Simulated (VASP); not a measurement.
# Ru (P6_3/mmc) in VASP: a series of runs

Ru is run at these levels: PBEsol; tasks: single point, relaxation of cell and atoms.

All numbers are computed with VASP 6.6.1; they aren't measurements. Logs are shortened: lines on timing, memory, paths and dates and some standing lists are left out, and cuts for length are marked.

## Step 1: The cell of the first run

The structure is hexagonal, space group P6_3/mmc (No. 194). The conventional cell has a = 3.986 Å, b = 3.986 Å, c = 5.530 Å, α = 90.00°, β = 90.00°, γ = 120.00°. Ru (site symmetry 3m) has 4 Ru at 2.31 to 2.35 Å within 3.1 Å.

## Step 2: Single point, PBEsol

INCAR

```
SYSTEM = Ru
ALGO = Fast
EDIFF = 1E-7
ENCUT = 520
GGA = PS
ISIF = 2
ISMEAR = 0
LASPH = .TRUE.
LCHARG = .FALSE.
LREAL = .FALSE.
LWAVE = .FALSE.
NBANDS = 36
NELM = 100
PREC = Accurate
SIGMA = 0.1
```

KPOINTS

```
k-points
0
G
  6 6 4
  0 0 0
```

POSCAR

```
Ru
1.0
    3.9864634516      0.0000000000      0.0000000000
   -1.9932317258      3.4523786204      0.0000000000
    0.0000000000      0.0000000000      5.5299688208
Ru
4
Direct
    0.3333333333      0.6666666667      0.4587198678
    0.6666666667      0.3333333333      0.9587198678
    0.6666666667      0.3333333333      0.5412801322
    0.3333333333      0.6666666667      0.0412801322
```

Potentials or basis: VASP PAW PBE potentials, release 64 (Ru_pv).

Started as:

```bash
cat potpaw_PBE.64/Ru_pv/POTCAR > POTCAR
mpirun -np 1 vasp_std > vasp.out
```

OUTCAR:

```text
SYSTEM = Ru
   EDIFF = 1E-7
   ENCUT = 520
   GGA = PS
   ISIF = 2
   ISMEAR = 0
   LASPH = .TRUE.
   LREAL = .FALSE.
   NELM = 100
   PREC = Accurate

 ion  position               nearest neighbor table
   1  0.333  0.667  0.459-   4 2.31   3 2.35   3 2.35   3 2.35   4 3.22
   2  0.667  0.333  0.959-   3 2.31   4 2.35   4 2.35   4 2.35   3 3.22
   3  0.667  0.333  0.541-   2 2.31   1 2.35   1 2.35   1 2.35   2 3.22
   4  0.333  0.667  0.041-   1 2.31   2 2.35   2 2.35   2 2.35   1 3.22

  LATTYP: Found a hexagonal cell.
 ALAT       =     3.9864634516
 C/A-ratio  =     1.3871866350

  Lattice vectors:

 A1 = (   3.9864634516,   0.0000000000,   0.0000000000)
 A2 = (  -1.9932317258,   3.4523786204,   0.0000000000)
 A3 = (   0.0000000000,   0.0000000000,   5.5299688208)

Analysis of symmetry for initial positions (statically):
=====================================================================
 Subroutine PRICEL returns:
 Original cell was already a primitive cell.

 Routine SETGRP: Setting up the symmetry group for a
 hexagonal supercell.

 Subroutine GETGRP returns: Found 24 space group operations
 (whereof 12 operations were pure point group operations)
 out of a pool of 24 trial point group operations.

The static configuration has the point symmetry D_3d.
 The point group associated with its full space group is D_6h.

Analysis of symmetry for dynamics (positions and initial velocities):
=====================================================================
 Subroutine PRICEL returns:
 Original cell was already a primitive cell.

 Routine SETGRP: Setting up the symmetry group for a
 hexagonal supercell.

 Subroutine GETGRP returns: Found 24 space group operations
 (whereof 12 operations were pure point group operations)
 out of a pool of 24 trial point group operations.

The dynamic configuration has the point symmetry D_3d.
 The point group associated with its full space group is D_6h.

 Subroutine INISYM returns: Found 24 space group operations
 (whereof 12 operations are pure point group operations),
 and found     1 'primitive' translations

----------------------------------------------------------------------------------------

                                     Primitive cell

  volume of cell :      76.1078

  direct lattice vectors                    reciprocal lattice vectors
     3.986463452  0.000000000  0.000000000     0.250848907  0.144827684  0.000000000
    -1.993231726  3.452378620  0.000000000     0.000000000  0.289655368  0.000000000
     0.000000000  0.000000000  5.529968821     0.000000000  0.000000000  0.180832846

  length of vectors
     3.986463452  3.986463452  5.529968821     0.289655368  0.289655368  0.180832846

  position of ions in fractional coordinates (direct lattice)
     0.333333333  0.666666667  0.458719868
     0.666666667  0.333333333  0.958719868
     0.666666667  0.333333333  0.541280132
     0.333333333  0.666666667  0.041280132

  ion indices of the primitive-cell ions
   primitive index   ion index
                 1           1
                 2           2
                 3           3
                 4           4

----------------------------------------------------------------------------------------

 KPOINTS: k-points

Automatic generation of k-mesh.
 Grid dimensions read from file:
 generate k-points for:    6    6    4

 Generating k-lattice:

  Cartesian coordinates                     Fractional coordinates (reciprocal lattice)
     0.041808151  0.024137947  0.000000000     0.166666667 -0.000000000  0.000000000
     0.000000000  0.048275895  0.000000000     0.000000000  0.166666667  0.000000000
     0.000000000  0.000000000  0.045208211     0.000000000  0.000000000  0.250000000

  Length of vectors
     0.048275895  0.048275895  0.045208211

  Shift w.r.t. Gamma in fractional coordinates (k-lattice)
     0.000000000  0.000000000  0.000000000

 Subroutine IBZKPT returns following result:
 ===========================================

 Found     21 irreducible k-points:

 Following reciprocal coordinates:
            Coordinates               Weight
  0.000000  0.000000  0.000000      1.000000
  0.166667  0.000000  0.000000      6.000000
  0.333333  0.000000  0.000000      6.000000
  0.500000  0.000000  0.000000      3.000000
  0.166667  0.166667  0.000000      6.000000
  0.333333  0.166667  0.000000     12.000000
[... 13 lines left out ...]
  0.333333  0.166667  0.500000     12.000000
  0.333333  0.333333  0.500000      2.000000
   k-points           NKPTS =     21   k-points in BZ     NKDIM =     21   number of bands    NBANDS=     36
   number of dos      NEDOS =    301   number of ions     NIONS =      4
   total plane-waves  NPLWV =  37800
   dimension x,y,z NGX =    30 NGY =   30 NGZ =   42
   dimension x,y,z NGXF=    60 NGYF=   60 NGZF=   84
   ions per type =               4
   NGX,Y,Z   is equivalent  to a cutoff of  12.51, 12.51, 12.63 a.u.
   NGXF,Y,Z  is equivalent  to a cutoff of  25.02, 25.02, 25.25 a.u.
 SYSTEM =  Ru
   PREC   = accura    normal or accurate (medium, high low for compatibility)
   ISTART =      0    job   : 0-new  1-cont  2-samecut
   ICHARG =      2    charge: 1-file 2-atom 10-const
   ISPIN  =      1    spin polarized calculation?
   LNONCOLLINEAR =      F non collinear calculations
   LSORBIT =      F    spin-orbit coupling
   LASPH  =      T    aspherical Exc in radial PAW
   ENCUT  =  520.0 eV  38.22 Ry    6.18 a.u.   7.41  7.41 10.28*2*pi/ulx,y,z
   NELM   =    100;   NELMIN=  2; NELMDL= -5     # of ELM steps
   EDIFF  = 0.1E-06   stopping-criterion for ELM
   LREAL  =      F    real-space projection
   EDIFFG = 0.1E-05   stopping-criterion for IOM
   NSW    =      0    number of steps for IOM
   IBRION =     -1    ionic relax: 0-MD 1-quasi-New 2-CG
   NFREE  =      0    steps in history (QN), initial steepest desc. (CG)
   ISIF   =      2    stress and relaxation
   ISYM   =      2    0-nonsym 1-usesym 2-fastsym
   POTIM  = 0.5000    time-step for ionic-motion
   TEBEG  =    0.0;   TEEND  =   0.0 temperature during run
   PSTRESS=    0.0 pullay stress
   NELECT =      56.0000    total number of electrons
   NUPDOWN=      -1.0000    fix difference up-down
   EMIN   =  10.00;   EMAX   =-10.00  energy-range for DOS
   EFERMI =   0.00;   METHOD = LEGACY
   ISMEAR =     0;   SIGMA  =   0.10  broadening in eV -4-tet -1-fermi 0-gaus
   EFERMI_NEDOS =   21; number of points for ismear=-14 and -15
   IALGO  =     68    algorithm
   IMIX   =      4    mixing-type and parameters
     AMIX     =   0.40;   BMIX     =  1.00
     AMIX_MAG =   1.60;   BMIX_MAG =  1.00
  volume/ion in A,a.u.               =      19.03       128.40
  Fermi-wavevector in a.u.,A,eV,Ry     =   1.477955  2.792930 29.719899  2.184351
  Thomas-Fermi vector in A             =   2.592295
   LORBIT       =      0    0 simple, 1 ext, 2 COOP (PROOUT), +10 PAW based schemes
   GGA     = PS    functional components
   LHFCALC =     F    Hartree Fock is set to
   AEXX    =    0.0000 exact exchange contribution
   IVDW    =     0    specifies the selected vdW correction
   LEPSILON=     F    determine dielectric tensor
   LRPA    =     F    only Hartree local field effects (RPA)
 non-spin polarized calculation
 RMM-DIIS sequential band-by-band and
 Gauss-broadening in eV      SIGMA  =   0.10
  energy-cutoff  :      520.00
  volume of cell :       76.11
 maximum number of plane-waves:      2091
 NGX is ok and might be reduce to    30
   NGX = 15   NGY = 15   NGZ = 21

 number of electron      56.0000023 magnetization

 Free energy of the ion-electron system (eV)
  ---------------------------------------------------
  ext. energy  EPLUGINS =         0.00000000
  ---------------------------------------------------
  free energy    TOTEN  =       -35.35983533 eV

  energy without entropy =      -35.34245107  energy(sigma->0) =      -35.35114320

 E-fermi :   7.8614     XC(G=0): -11.8807

 val. band max:        7.8533293980   @ k =   0.0000   0.0000   0.0000
 cond. band min:       7.8675401258   @ k =   0.1667   0.1667   0.5000
 fundamental gap:      0.0142107278
 Fermi energy:         7.8613523737

 k-point     1 :       0.0000    0.0000    0.0000
  band No.  band energies     occupation
      1     -35.7392      2.00000
      2     -35.7112      2.00000
      3     -35.7112      2.00000
      4     -35.5809      2.00000
      5     -35.5809      2.00000
      6     -35.5164      2.00000
[... 28 lines left out ...]
     35      12.5107      0.00000
     36      16.4644      0.00000

 k-point     2 :       0.1667    0.0000    0.0000
  band No.  band energies     occupation
      1     -35.7938      2.00000
      2     -35.7380      2.00000
      3     -35.6071      2.00000
      4     -35.5895      2.00000
      5     -35.5395      2.00000
      6     -35.5365      2.00000
[... 28 lines left out ...]
     35      12.5720      0.00000
     36      14.4448      0.00000

 k-point     3 :       0.3333    0.0000    0.0000
  band No.  band energies     occupation
      1     -35.7949      2.00000
      2     -35.7879      2.00000
      3     -35.6560      2.00000
      4     -35.5984      2.00000
      5     -35.4280      2.00000
      6     -35.4218      2.00000
[... 28 lines left out ...]
     35      11.6218      0.00000
     36      12.6545      0.00000
[... 625 lines left out ...]
 k-point    20 :       0.3333    0.1667    0.5000
  band No.  band energies     occupation
      1     -35.7707      2.00000
      2     -35.7707      2.00000
      3     -35.6573      2.00000
      4     -35.6573      2.00000
      5     -35.3212      2.00000
      6     -35.3212      2.00000
[... 28 lines left out ...]
     35      11.6306      0.00000
     36      11.6306      0.00000

 k-point    21 :       0.3333    0.3333    0.5000
  band No.  band energies     occupation
      1     -35.8002      2.00000
      2     -35.8002      2.00000
      3     -35.6501      2.00000
      4     -35.6501      2.00000
      5     -35.2136      2.00000
      6     -35.2136      2.00000
[... 28 lines left out ...]
     35      11.0892      0.00000
     36      11.0896      0.00000

------------------------ aborting loop because EDIFF is reached ----------------------------------------

  FORCE on cell =-STRESS in cart. coord.  units (eV):
  Direction    XX          YY          ZZ          XY          YZ          ZX
  --------------------------------------------------------------------------------------
  -------------------------------------------------------------------------------------
  Total        0.1609208      0.1609208      0.0982297      0.0000000      0.0000000      0.0000000
  in kB        3.3876131      3.3876131      2.0678767      0.0000000      0.0000000      0.0000000
  external PRESSURE =       2.9477009 kB  Pullay stress =       0.0000000 kB

 VOLUME and BASIS-vectors are now :
 -----------------------------------------------------------------------------
  energy-cutoff  :      520.00
  volume of cell :       76.11
      direct lattice vectors                 reciprocal lattice vectors
     3.986463452  0.000000000  0.000000000     0.250848907  0.144827684  0.000000000
    -1.993231726  3.452378620  0.000000000     0.000000000  0.289655368  0.000000000
     0.000000000  0.000000000  5.529968821     0.000000000  0.000000000  0.180832846

 POSITION                                       TOTAL-FORCE (eV/Angst)
 -----------------------------------------------------------------------------------
     -0.00000      2.30159      2.53671         0.000000     -0.000000      0.032243
      1.99323      1.15079      5.30169        -0.000000      0.000000      0.032243
      1.99323      1.15079      2.99326        -0.000000      0.000000     -0.032243
     -0.00000      2.30159      0.22828         0.000000     -0.000000     -0.032243
 -----------------------------------------------------------------------------------
    total drift:                                0.000000     -0.000000      0.000000

  FREE ENERGIE OF THE ION-ELECTRON SYSTEM (eV)
  ---------------------------------------------------
  free  energy   TOTEN  =       -35.3598353312 eV

  energy  without entropy=      -35.3424510701  energy(sigma->0) =      -35.35114320
```

It took 35 s on 1 thread of Intel Xeon 6975P-C (Granite Rapids), shared host; peak memory 0.2 GiB.

What came out:

- Free energy: -35.3598 eV
- Pressure: 0.3 GPa
- Largest force: 0.032 eV/Å
- Band gap on the k mesh: zero (band 28 reaches 8.38 eV, above the bottom of band 29 at 6.79 eV)

Forces on the atoms (eV/Å):
```
Ru   0.000  0.000  0.032
Ru   0.000  0.000  0.032
Ru   0.000  0.000 -0.032
Ru   0.000  0.000 -0.032
```

Caveat: the PAW data sets were made with another functional, which shifts forces and pressure a little.

(Continued in part 2 of 2.)
